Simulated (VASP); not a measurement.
# Ta (Fm-3m) in VASP: single point with PBE

Aim: the single point of Ta with PBE.

Program: VASP 6.6.1. These are calculated values, not measurements. Logs are shortened: lines on timing, memory, paths and dates and some standing lists are left out, and cuts for length are marked.

## Step 1: The cell of the first run

The structure is cubic, space group Fm-3m (No. 225). The conventional cell has a = 4.231 Å, b = 4.231 Å, c = 4.231 Å, α = 90.00°, β = 90.00°, γ = 90.00°. Within 3.9 Å of Ta (site symmetry m-3m) lie 12 Ta at 2.99 Å.

## Step 2: Single point, PBE

Input file INCAR:

```
SYSTEM = Ta
PREC = Accurate
ENCUT = 520
EDIFF = 1E-7
ISMEAR = -1
SIGMA = 0.13605693000000002
LREAL = .False.
LASPH = .True.
NELM = 80
ALGO = Normal
ISIF = 2
LWAVE = .False.
LCHARG = .True.
GGA = PE
LELF = .True.
LVHAR = .True.
NBANDS = 12
```

Input file KPOINTS:

```
Automatic mesh
0
Gamma
  13 13 13
  0 0 0
```

Input file POSCAR:

```
Ta
1.0
    0.0000000000      2.1153448944      2.1153448944
    2.1153448944      0.0000000000      2.1153448944
    2.1153448944      2.1153448944      0.0000000000
Ta
1
Direct
    0.0000000000      0.0000000000      0.0000000000
```

Potentials or basis: VASP PAW PBE potentials, release 64 (Ta_pv).

The run is started by

```console
cat potpaw_PBE.64/Ta_pv/POTCAR > POTCAR
mpirun -np 1 vasp_std > vasp.out
```

OUTCAR:

```text
SYSTEM = Ta
   PREC = Accurate
   ENCUT = 520
   EDIFF = 1E-7
   ISMEAR = -1
   LREAL = .False.
   LASPH = .True.
   NELM = 80
   ISIF = 2
   GGA = PE

 ion  position               nearest neighbor table
   1  0.000  0.000  0.000-

  LATTYP: Found a face centered cubic cell.
 ALAT       =     4.2306897888

  Lattice vectors:

 A1 = (   0.0000000000,   2.1153448944,   2.1153448944)
 A2 = (   2.1153448944,   0.0000000000,   2.1153448944)
 A3 = (   2.1153448944,   2.1153448944,   0.0000000000)

Analysis of symmetry for initial positions (statically):
[... 33 lines left out ...]
                                     Primitive cell

  volume of cell :      18.9310

  direct lattice vectors                    reciprocal lattice vectors
     0.000000000  2.115344894  2.115344894    -0.236368075  0.236368075  0.236368075
     2.115344894  0.000000000  2.115344894     0.236368075 -0.236368075  0.236368075
     2.115344894  2.115344894  0.000000000     0.236368075  0.236368075 -0.236368075

  length of vectors
     2.991549439  2.991549439  2.991549439     0.409401515  0.409401515  0.409401515

  position of ions in fractional coordinates (direct lattice)
     0.000000000  0.000000000  0.000000000

  ion indices of the primitive-cell ions
   primitive index   ion index
                 1           1

----------------------------------------------------------------------------------------

 KPOINTS: Automatic mesh

Automatic generation of k-mesh.
 Grid dimensions read from file:
 generate k-points for:   13   13   13

 Generating k-lattice:

  Cartesian coordinates                     Fractional coordinates (reciprocal lattice)
    -0.018182160  0.018182160  0.018182160     0.076923077  0.000000000  0.000000000
     0.018182160 -0.018182160  0.018182160     0.000000000  0.076923077  0.000000000
     0.018182160  0.018182160 -0.018182160     0.000000000  0.000000000  0.076923077

  Length of vectors
     0.031492424  0.031492424  0.031492424

  Shift w.r.t. Gamma in fractional coordinates (k-lattice)
     0.000000000  0.000000000  0.000000000

 Subroutine IBZKPT returns following result:
 ===========================================

 Found     84 irreducible k-points:

 Following reciprocal coordinates:
            Coordinates               Weight
  0.000000  0.000000  0.000000      1.000000
  0.076923  0.000000  0.000000      8.000000
  0.153846  0.000000  0.000000      8.000000
  0.230769  0.000000  0.000000      8.000000
  0.307692  0.000000  0.000000      8.000000
  0.384615  0.000000  0.000000      8.000000
[... 16 lines left out ...]
  0.384615  0.153846  0.000000     24.000000
  0.461538  0.153846  0.000000     24.000000
 [... further k-points ...]
   k-points           NKPTS =     84   k-points in BZ     NKDIM =     84   number of bands    NBANDS=     12
   number of dos      NEDOS =    301   number of ions     NIONS =      1
   total plane-waves  NPLWV =  13824
   dimension x,y,z NGX =    24 NGY =   24 NGZ =   24
   dimension x,y,z NGXF=    48 NGYF=   48 NGZF=   48
   ions per type =               1
   NGX,Y,Z   is equivalent  to a cutoff of  13.34, 13.34, 13.34 a.u.
   NGXF,Y,Z  is equivalent  to a cutoff of  26.67, 26.67, 26.67 a.u.
 SYSTEM =  Ta
   PREC   = accura    normal or accurate (medium, high low for compatibility)
   ISTART =      0    job   : 0-new  1-cont  2-samecut
   ICHARG =      2    charge: 1-file 2-atom 10-const
   ISPIN  =      1    spin polarized calculation?
   LNONCOLLINEAR =      F non collinear calculations
   LSORBIT =      F    spin-orbit coupling
   LASPH  =      T    aspherical Exc in radial PAW
   ENCUT  =  520.0 eV  38.22 Ry    6.18 a.u.   5.56  5.56  5.56*2*pi/ulx,y,z
   NELM   =     80;   NELMIN=  2; NELMDL= -5     # of ELM steps
   EDIFF  = 0.1E-06   stopping-criterion for ELM
   LREAL  =      F    real-space projection
   EDIFFG = 0.1E-05   stopping-criterion for IOM
   NSW    =      0    number of steps for IOM
   IBRION =     -1    ionic relax: 0-MD 1-quasi-New 2-CG
   NFREE  =      0    steps in history (QN), initial steepest desc. (CG)
   ISIF   =      2    stress and relaxation
   ISYM   =      2    0-nonsym 1-usesym 2-fastsym
   POTIM  = 0.5000    time-step for ionic-motion
   TEBEG  =    0.0;   TEEND  =   0.0 temperature during run
   PSTRESS=    0.0 pullay stress
   NELECT =      11.0000    total number of electrons
   NUPDOWN=      -1.0000    fix difference up-down
   EMIN   =  10.00;   EMAX   =-10.00  energy-range for DOS
   EFERMI =   0.00;   METHOD = LEGACY
   ISMEAR =    -1;   SIGMA  =   0.14  broadening in eV -4-tet -1-fermi 0-gaus
   EFERMI_NEDOS =   21; number of points for ismear=-14 and -15
   IALGO  =     38    algorithm
   IMIX   =      4    mixing-type and parameters
     AMIX     =   0.40;   BMIX     =  1.00
     AMIX_MAG =   1.60;   BMIX_MAG =  1.00
  volume/ion in A,a.u.               =      18.93       127.75
  Fermi-wavevector in a.u.,A,eV,Ry     =   1.366096  2.581547 25.391440  1.866218
  Thomas-Fermi vector in A             =   2.492267
   LORBIT       =      0    0 simple, 1 ext, 2 COOP (PROOUT), +10 PAW based schemes
   GGA     = PE    functional components
   LHFCALC =     F    Hartree Fock is set to
   AEXX    =    0.0000 exact exchange contribution
   IVDW    =     0    specifies the selected vdW correction
   LEPSILON=     F    determine dielectric tensor
   LRPA    =     F    only Hartree local field effects (RPA)
 non-spin polarized calculation
  energy-cutoff  :      520.00
  volume of cell :       18.93
 maximum number of plane-waves:       532
   NGX = 11   NGY = 11   NGZ = 11

 number of electron      11.0000001 magnetization

 Free energy of the ion-electron system (eV)
  ---------------------------------------------------
  ext. energy  EPLUGINS =         0.00000000
  ---------------------------------------------------
  free energy    TOTEN  =       -11.61305499 eV

  energy without entropy =      -11.53914898  energy(sigma->0) =      -11.57610198

 E-fermi :   5.4735     XC(G=0): -12.3685

 val. band max:        5.4643982325   @ k =  -0.1538   0.2308   0.0769
 cond. band min:       5.5198096777   @ k =   0.3846   0.3077   0.0769
 fundamental gap:      0.0554114453
 Fermi energy:         5.4735329846

 k-point     1 :       0.0000    0.0000    0.0000
  band No.  band energies     occupation
      1     -28.1967      2.00000
      2     -28.1967      2.00000
      3     -28.1967      2.00000
      4      -2.6361      2.00000
      5       5.9079      0.07889
      6       5.9079      0.07889
      7       5.9079      0.07889
      8       8.8727      0.00000
      9       8.8727      0.00000
     10      17.8932      0.00000
     11      19.5695      0.00000
     12      22.7138      0.00000

 k-point     2 :       0.0769    0.0000    0.0000
  band No.  band energies     occupation
      1     -28.2572      2.00000
      2     -28.2044      2.00000
      3     -28.2044      2.00000
      4      -2.4019      2.00000
      5       5.7075      0.30382
      6       6.0179      0.03595
      7       6.0179      0.03595
      8       8.7672      0.00000
      9       8.7672      0.00000
     10      18.3802      0.00000
     11      19.5692      0.00000
     12      21.6183      0.00000

 k-point     3 :       0.1538    0.0000    0.0000
  band No.  band energies     occupation
      1     -28.4220      2.00000
      2     -28.2256      2.00000
      3     -28.2256      2.00000
      4      -1.7437      2.00000
      5       5.2478      1.68018
      6       6.2562      0.00633
      7       6.2562      0.00633
      8       8.6055      0.00000
      9       8.6055      0.00000
     10      19.2899      0.00000
     11      19.5697      0.00000
     12      20.3515      0.00000

 k-point     4 :       0.2308    0.0000    0.0000
  band No.  band energies     occupation
      1     -28.6478      2.00000
      2     -28.2553      2.00000
      3     -28.2553      2.00000
      4      -0.8099      2.00000
      5       4.8316      1.98229
      6       6.3387      0.00346
      7       6.3387      0.00346
      8       8.7889      0.00000
      9       8.7889      0.00000
     10      18.2289      0.00000
     11      19.5707      0.00000
     12      21.3897      0.00000

 k-point     5 :       0.3077    0.0000    0.0000
  band No.  band energies     occupation
      1     -28.8797      2.00000
      2     -28.2866      2.00000
      3     -28.2866      2.00000
      4       0.1077      2.00000
      5       4.7913      1.98681
      6       6.1369      0.01514
      7       6.1369      0.01514
      8       9.4957      0.00000
      9       9.4957      0.00000
     10      17.0632      0.00000
     11      19.5677      0.00000
     12      20.8946      0.00000
[... 228 lines left out ...]
      1     -28.5616      2.00000
      2     -28.3127      2.00000
      3     -28.3054      2.00000
      4      -0.7251      2.00000
      5       4.3529      1.99947
      6       6.5046      0.00102
      7       6.9806      0.00003
      8       7.5215      0.00000
      9       9.5394      0.00000
     10      19.5663      0.00000
     11      20.5398      0.00000
     12      21.6615      0.00000

 k-point    22 :       0.3077    0.1538    0.0000
  band No.  band energies     occupation
      1     -28.7525      2.00000
      2     -28.3476      2.00000
      3     -28.3430      2.00000
      4       0.1992      2.00000
      5       4.0614      1.99994
      6       5.8455      0.12200
      7       7.0441      0.00002
      8       8.4802      0.00000
      9      10.0604      0.00000
     10      19.1503      0.00000
     11      19.5802      0.00000
     12      22.2527      0.00000

 k-point    23 :       0.3846    0.1538    0.0000
  band No.  band energies     occupation
      1     -28.9321      2.00000
      2     -28.3909      2.00000
      3     -28.3720      2.00000
      4       1.0399      2.00000
      5       4.1112      1.99991
      6       5.3512      1.42147
      7       6.8423      0.00009
      8       9.7595      0.00000
      9      10.7920      0.00000
     10      17.5093      0.00000
     11      19.5722      0.00000
     12      20.6389      0.00000

 k-point    24 :       0.4615    0.1538    0.0000
  band No.  band energies     occupation
      1     -29.0604      2.00000
      2     -28.4392      2.00000
      3     -28.3805      2.00000
      4       1.5037      2.00000
      5       4.3705      1.99940
      6       5.3393      1.45697
      7       6.5828      0.00058
      8      11.1673      0.00000
      9      11.2689      0.00000
     10      15.6680      0.00000
     11      19.5528      0.00000
     12      19.6085      0.00000

 [... further k-points ...]

------------------------ aborting loop because EDIFF is reached ----------------------------------------

  FORCE on cell =-STRESS in cart. coord.  units (eV):
  Direction    XX          YY          ZZ          XY          YZ          ZX
  --------------------------------------------------------------------------------------
  -------------------------------------------------------------------------------------
  Total       -0.0997948     -0.0997948     -0.0997948      0.0000000      0.0000000      0.0000000
  in kB       -8.4458843     -8.4458843     -8.4458843      0.0000000      0.0000000      0.0000000
  external PRESSURE =      -8.4458843 kB  Pullay stress =       0.0000000 kB

 VOLUME and BASIS-vectors are now :
 -----------------------------------------------------------------------------
  energy-cutoff  :      520.00
  volume of cell :       18.93
      direct lattice vectors                 reciprocal lattice vectors
     0.000000000  2.115344894  2.115344894    -0.236368075  0.236368075  0.236368075
     2.115344894  0.000000000  2.115344894     0.236368075 -0.236368075  0.236368075
     2.115344894  2.115344894  0.000000000     0.236368075  0.236368075 -0.236368075

 POSITION                                       TOTAL-FORCE (eV/Angst)
 -----------------------------------------------------------------------------------
      0.00000      0.00000      0.00000        -0.000000     -0.000000     -0.000000
 -----------------------------------------------------------------------------------
    total drift:                               -0.000000      0.000000     -0.000000

  FREE ENERGIE OF THE ION-ELECTRON SYSTEM (eV)
  ---------------------------------------------------
  free  energy   TOTEN  =       -11.6130549901 eV

  energy  without entropy=      -11.5391489767  energy(sigma->0) =      -11.57610198
```

Run time: 5.6 s. Hardware: 1 thread of Intel Xeon 6975P-C (Granite Rapids), shared host; peak memory 0.14 GiB.

What came out:

* Free energy: -11.6131 eV
* Pressure: -0.8 GPa

Caveat: spin-orbit coupling is left out, which moves the levels of the heavy elements.
